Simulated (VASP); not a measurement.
Wanted: the native input for a VASP 6.6.1 run.

```yaml
Task: single point
Functional: LDA
Potentials_or_basis: VASP PAW LDA potentials, release 64 (K_sv, Zn, F)
Cutoff: 520 eV
k_mesh: 6 × 6 × 6
Occupations: gaussian, width 0.05 eV
Spin: no spin polarisation
Dipole_correction: no
Further_INCAR_settings: ALGO = Normal; EDIFF = 1e-07; NBANDS = 29
```

The structure of KZnF3 lies in POSCAR:

```
KZnF3
1.0
    3.6083214502      0.0000000000      0.0000000000
    0.0000000000      3.6083214502      0.0000000000
    0.0000000000      0.0000000000      5.1021665305
K Zn F
1 1 3
Direct
    0.0000000000      0.0000000000      0.0000000000
    0.5000000000      0.5000000000      0.5000000000
    0.5000000000      0.5000000000      0.0000000000
    0.0000000000      0.5000000000      0.5000000000
    0.5000000000      0.0000000000      0.5000000000
```

This cell differs from its parent crystal: ratio of the length along z to the lengths across it x 1.414, volume and fractional coordinates fixed.

The input as run:

INCAR

```
SYSTEM = KZnF3
PREC = Accurate
ENCUT = 520
EDIFF = 1E-7
ISMEAR = 0
SIGMA = 0.05
LREAL = .FALSE.
LASPH = .TRUE.
NELM = 80
ALGO = Normal
ISIF = 2
LWAVE = .FALSE.
LCHARG = .FALSE.
GGA = CA
NBANDS = 29
```

KPOINTS

```
Automatic mesh
0
G
  6 6 6
  0 0 0
```

Potentials or basis: VASP PAW LDA potentials, release 64 (K_sv, Zn, F).

Command:

```sh
$ cat potpaw_LDA.64/K_sv/POTCAR potpaw_LDA.64/Zn/POTCAR potpaw_LDA.64/F/POTCAR > POTCAR
$ mpirun -np 1 vasp_std > vasp.out
```

Results of the run:

```json
{
  "Pressure": "10.2 GPa",
  "Band gap on the k mesh": "2.59 eV (least direct gap 5.11 eV)"
}
```

Caveat: the stress differs along the axes, from -8 to 19 GPa.

Run time: 55 s on 1 thread of Intel(R) Xeon(R) 6975P-C (Granite Rapids), on a shared host, peak memory 0.2 GiB.
